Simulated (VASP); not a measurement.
# Cl (Fm-3m) in VASP: single point with LDA

Aim: the single point of Cl with LDA.

Program: VASP 6.6.1. These are calculated values, not measurements. Logs are shortened: lines on timing, memory, paths and dates and some standing lists are left out, and cuts for length are marked.

**1. The cell of the first run**

The structure is cubic, space group Fm-3m (No. 225). The conventional cell has a = 4.183 Å, b = 4.183 Å, c = 4.183 Å, α = 90.00°, β = 90.00°, γ = 90.00°. Cl (site symmetry m-3m) has 12 Cl at 2.96 Å within 3.9 Å.

**2. Single point, LDA**

File INCAR:

```
SYSTEM = Cl
PREC = Accurate
ENCUT = 520
EDIFF = 1E-7
ISMEAR = -1
SIGMA = 0.13605693000000002
LREAL = .FALSE.
LASPH = .TRUE.
NELM = 80
ALGO = Normal
ISIF = 2
LWAVE = .FALSE.
LCHARG = .TRUE.
GGA = CA
LELF = .TRUE.
LVHAR = .TRUE.
NBANDS = 10
```

File KPOINTS:

```
Automatic mesh
0
G
  14 14 14
  0 0 0
```

File POSCAR:

```
Cl
1.0
    0.0000000000      2.0916905196      2.0916905196
    2.0916905196      0.0000000000      2.0916905196
    2.0916905196      2.0916905196      0.0000000000
Cl
1
Direct
    0.0000000000      0.0000000000      0.0000000000
```

Potentials or basis: VASP PAW LDA potentials, release 64 (Cl).

Command:

```console
$ cat potpaw_LDA.64/Cl/POTCAR > POTCAR
$ mpirun -np 1 vasp_std > vasp.out
```

OUTCAR:

```text
SYSTEM = Cl
   PREC = Accurate
   ENCUT = 520
   EDIFF = 1E-7
   ISMEAR = -1
   LREAL = .FALSE.
   LASPH = .TRUE.
   NELM = 80
   ISIF = 2
   GGA = CA

 ion  position               nearest neighbor table
   1  0.000  0.000  0.000-

  LATTYP: Found a face centered cubic cell.
 ALAT       =     4.1833810392

  Lattice vectors:

 A1 = (   0.0000000000,   2.0916905196,   2.0916905196)
 A2 = (   2.0916905196,   0.0000000000,   2.0916905196)
 A3 = (   2.0916905196,   2.0916905196,   0.0000000000)

Analysis of symmetry for initial positions (statically):
=====================================================================
 Subroutine PRICEL returns:
 Original cell was already a primitive cell.

 Routine SETGRP: Setting up the symmetry group for a
 face centered cubic supercell.

 Subroutine GETGRP returns: Found 48 space group operations
 (whereof 48 operations were pure point group operations)
 out of a pool of 48 trial point group operations.

The static configuration has the point symmetry O_h .

Analysis of symmetry for dynamics (positions and initial velocities):
=====================================================================
 Subroutine PRICEL returns:
 Original cell was already a primitive cell.

 Routine SETGRP: Setting up the symmetry group for a
 face centered cubic supercell.

 Subroutine GETGRP returns: Found 48 space group operations
 (whereof 48 operations were pure point group operations)
 out of a pool of 48 trial point group operations.

The dynamic configuration has the point symmetry O_h .

 Subroutine INISYM returns: Found 48 space group operations
 (whereof 48 operations are pure point group operations),
 and found     1 'primitive' translations

----------------------------------------------------------------------------------------

                                     Primitive cell

  volume of cell :      18.3030

  direct lattice vectors                    reciprocal lattice vectors
     0.000000000  2.091690520  2.091690520    -0.239041099  0.239041099  0.239041099
     2.091690520  0.000000000  2.091690520     0.239041099 -0.239041099  0.239041099
     2.091690520  2.091690520  0.000000000     0.239041099  0.239041099 -0.239041099

  length of vectors
     2.958097101  2.958097101  2.958097101     0.414031328  0.414031328  0.414031328

  position of ions in fractional coordinates (direct lattice)
     0.000000000  0.000000000  0.000000000

  ion indices of the primitive-cell ions
   primitive index   ion index
                 1           1

----------------------------------------------------------------------------------------

 KPOINTS: Automatic mesh

Automatic generation of k-mesh.
 Grid dimensions read from file:
 generate k-points for:   14   14   14

 Generating k-lattice:

  Cartesian coordinates                     Fractional coordinates (reciprocal lattice)
    -0.017074364  0.017074364  0.017074364     0.071428571  0.000000000  0.000000000
     0.017074364 -0.017074364  0.017074364     0.000000000  0.071428571  0.000000000
     0.017074364  0.017074364 -0.017074364     0.000000000  0.000000000  0.071428571

  Length of vectors
     0.029573666  0.029573666  0.029573666

  Shift w.r.t. Gamma in fractional coordinates (k-lattice)
     0.000000000  0.000000000  0.000000000

 Subroutine IBZKPT returns following result:
 ===========================================

 Found    104 irreducible k-points:

 Following reciprocal coordinates:
            Coordinates               Weight
  0.000000  0.000000  0.000000      1.000000
  0.071429  0.000000  0.000000      8.000000
  0.142857  0.000000  0.000000      8.000000
  0.214286  0.000000  0.000000      8.000000
  0.285714  0.000000  0.000000      8.000000
  0.357143  0.000000  0.000000      8.000000
[... 16 lines left out ...]
  0.214286  0.142857  0.000000     24.000000
  0.285714  0.142857  0.000000     24.000000
 [... further k-points ...]
   k-points           NKPTS =    104   k-points in BZ     NKDIM =    104   number of bands    NBANDS=     10
   number of dos      NEDOS =    301   number of ions     NIONS =      1
   total plane-waves  NPLWV =  13824
   dimension x,y,z NGX =    24 NGY =   24 NGZ =   24
   dimension x,y,z NGXF=    48 NGYF=   48 NGZF=   48
   ions per type =               1
   NGX,Y,Z   is equivalent  to a cutoff of  13.49, 13.49, 13.49 a.u.
   NGXF,Y,Z  is equivalent  to a cutoff of  26.98, 26.98, 26.98 a.u.
 SYSTEM =  Cl
   PREC   = accura    normal or accurate (medium, high low for compatibility)
   ISTART =      0    job   : 0-new  1-cont  2-samecut
   ICHARG =      2    charge: 1-file 2-atom 10-const
   ISPIN  =      1    spin polarized calculation?
   LNONCOLLINEAR =      F non collinear calculations
   LSORBIT =      F    spin-orbit coupling
   LASPH  =      T    aspherical Exc in radial PAW
   ENCUT  =  520.0 eV  38.22 Ry    6.18 a.u.   5.50  5.50  5.50*2*pi/ulx,y,z
   NELM   =     80;   NELMIN=  2; NELMDL= -5     # of ELM steps
   EDIFF  = 0.1E-06   stopping-criterion for ELM
   LREAL  =      F    real-space projection
   EDIFFG = 0.1E-05   stopping-criterion for IOM
   NSW    =      0    number of steps for IOM
   IBRION =     -1    ionic relax: 0-MD 1-quasi-New 2-CG
   NFREE  =      0    steps in history (QN), initial steepest desc. (CG)
   ISIF   =      2    stress and relaxation
   ISYM   =      2    0-nonsym 1-usesym 2-fastsym
   POTIM  = 0.5000    time-step for ionic-motion
   TEBEG  =    0.0;   TEEND  =   0.0 temperature during run
   PSTRESS=    0.0 pullay stress
   NELECT =       7.0000    total number of electrons
   NUPDOWN=      -1.0000    fix difference up-down
   EMIN   =  10.00;   EMAX   =-10.00  energy-range for DOS
   EFERMI =   0.00;   METHOD = LEGACY
   ISMEAR =    -1;   SIGMA  =   0.14  broadening in eV -4-tet -1-fermi 0-gaus
   EFERMI_NEDOS =   21; number of points for ismear=-14 and -15
   IALGO  =     38    algorithm
   IMIX   =      4    mixing-type and parameters
     AMIX     =   0.40;   BMIX     =  1.00
     AMIX_MAG =   1.60;   BMIX_MAG =  1.00
  volume/ion in A,a.u.               =      18.30       123.51
  Fermi-wavevector in a.u.,A,eV,Ry     =   1.188320  2.245599 19.212848  1.412104
  Thomas-Fermi vector in A             =   2.324452
   LORBIT       =      0    0 simple, 1 ext, 2 COOP (PROOUT), +10 PAW based schemes
   GGA     = CA    functional components
   LHFCALC =     F    Hartree Fock is set to
   AEXX    =    0.0000 exact exchange contribution
   IVDW    =     0    specifies the selected vdW correction
   LEPSILON=     F    determine dielectric tensor
   LRPA    =     F    only Hartree local field effects (RPA)
 non-spin polarized calculation
  energy-cutoff  :      520.00
  volume of cell :       18.30
 maximum number of plane-waves:       531
 NGX is ok and might be reduce to    24
   NGX = 11   NGY = 11   NGZ = 11

 number of electron       7.0000000 magnetization

 Free energy of the ion-electron system (eV)
  ---------------------------------------------------
  ext. energy  EPLUGINS =         0.00000000
  ---------------------------------------------------
  free energy    TOTEN  =        -1.60879407 eV

  energy without entropy =       -1.52417039  energy(sigma->0) =       -1.56648223

 E-fermi :   3.3992     XC(G=0): -10.6891

 val. band max:        3.3890563065   @ k =   0.2143   0.2143   0.0000
 cond. band min:       3.4381541425   @ k =  -0.2857   0.0714   0.0000
 fundamental gap:      0.0490978361
 Fermi energy:         3.3991568975

 k-point     1 :       0.0000    0.0000    0.0000
  band No.  band energies     occupation
      1     -12.9280      2.00000
      2       4.4568      0.00084
      3       4.4568      0.00084
      4       4.4568      0.00084
      5      14.1149      0.00000
      6      17.3035      0.00000
      7      17.3035      0.00000
      8      17.3035      0.00000
      9      21.8541      0.00000
     10      21.8541      0.00000

 k-point     2 :       0.0714    0.0000    0.0000
  band No.  band energies     occupation
      1     -12.8445      2.00000
      2       4.0307      0.01910
      3       4.4125      0.00116
      4       4.4125      0.00116
      5      14.4328      0.00000
      6      17.0325      0.00000
      7      17.4492      0.00000
      8      17.4492      0.00000
      9      21.5622      0.00000
     10      21.5622      0.00000

 k-point     3 :       0.1429    0.0000    0.0000
  band No.  band energies     occupation
      1     -12.5997      2.00000
      2       2.9497      1.92911
      3       4.2927      0.00281
      4       4.2927      0.00281
      5      14.8783      0.00000
      6      16.8686      0.00000
      7      17.7684      0.00000
      8      17.7684      0.00000
      9      21.0545      0.00000
     10      21.0545      0.00000

 k-point     4 :       0.2143    0.0000    0.0000
  band No.  band energies     occupation
      1     -12.2132      2.00000
      2       1.5643      2.00000
      3       4.1303      0.00923
      4       4.1303      0.00923
      5      14.5725      0.00000
      6      17.7630      0.00000
      7      17.8621      0.00000
      8      17.8621      0.00000
      9      21.0650      0.00000
     10      21.0650      0.00000
[... 222 lines left out ...]
 k-point    22 :       0.1429    0.1429    0.0000
  band No.  band energies     occupation
      1     -12.4900      2.00000
      2       3.1233      1.76730
      3       3.9062      0.04700
      4       3.9062      0.04700
      5      15.3829      0.00000
      6      15.5163      0.00000
      7      18.4887      0.00000
      8      18.4887      0.00000
      9      19.3550      0.00000
     10      22.3632      0.00000

 k-point    23 :       0.2143    0.1429    0.0000
  band No.  band energies     occupation
      1     -12.2037      2.00000
      2       2.2299      1.99963
      3       3.6689      0.24207
      4       3.7352      0.15602
      5      14.9652      0.00000
      6      15.6347      0.00000
      7      18.2168      0.00000
      8      18.9725      0.00000
      9      19.9298      0.00000
     10      22.5684      0.00000

 k-point    24 :       0.2857    0.1429    0.0000
  band No.  band energies     occupation
      1     -11.7926      2.00000
      2       1.0288      2.00000
      3       3.4673      0.75477
      4       3.5123      0.60667
      5      14.5090      0.00000
      6      15.9620      0.00000
      7      17.7044      0.00000
      8      19.0319      0.00000
      9      21.4559      0.00000
     10      23.1390      0.00000

 [... further k-points ...]

------------------------ aborting loop because EDIFF is reached ----------------------------------------

  FORCE on cell =-STRESS in cart. coord.  units (eV):
  Direction    XX          YY          ZZ          XY          YZ          ZX
  --------------------------------------------------------------------------------------
  -------------------------------------------------------------------------------------
  Total       -0.0143924     -0.0143924     -0.0143924      0.0000000      0.0000000      0.0000000
  in kB       -1.2598590     -1.2598590     -1.2598590      0.0000000      0.0000000      0.0000000
  external PRESSURE =      -1.2598590 kB  Pullay stress =       0.0000000 kB

 VOLUME and BASIS-vectors are now :
 -----------------------------------------------------------------------------
  energy-cutoff  :      520.00
  volume of cell :       18.30
      direct lattice vectors                 reciprocal lattice vectors
     0.000000000  2.091690520  2.091690520    -0.239041099  0.239041099  0.239041099
     2.091690520  0.000000000  2.091690520     0.239041099 -0.239041099  0.239041099
     2.091690520  2.091690520  0.000000000     0.239041099  0.239041099 -0.239041099

 POSITION                                       TOTAL-FORCE (eV/Angst)
 -----------------------------------------------------------------------------------
      0.00000      0.00000      0.00000         0.000000      0.000000      0.000000
 -----------------------------------------------------------------------------------
    total drift:                                0.000000      0.000000      0.000000

  FREE ENERGIE OF THE ION-ELECTRON SYSTEM (eV)
  ---------------------------------------------------
  free  energy   TOTEN  =        -1.6087940747 eV

  energy  without entropy=       -1.5241703903  energy(sigma->0) =       -1.56648223
```

Run time: 13 s. Hardware: 1 thread of Intel Xeon Platinum 8259CL at 2.50GHz (Skylake/Cascade Lake), shared host; peak memory 0.13 GiB.

What came out:

```
Free energy : -1.6088 eV
Pressure    : -0.1 GPa
```

Caveat: an odd number of electrons without spin polarisation forces a metal; a magnetic or distorted state may lie lower.
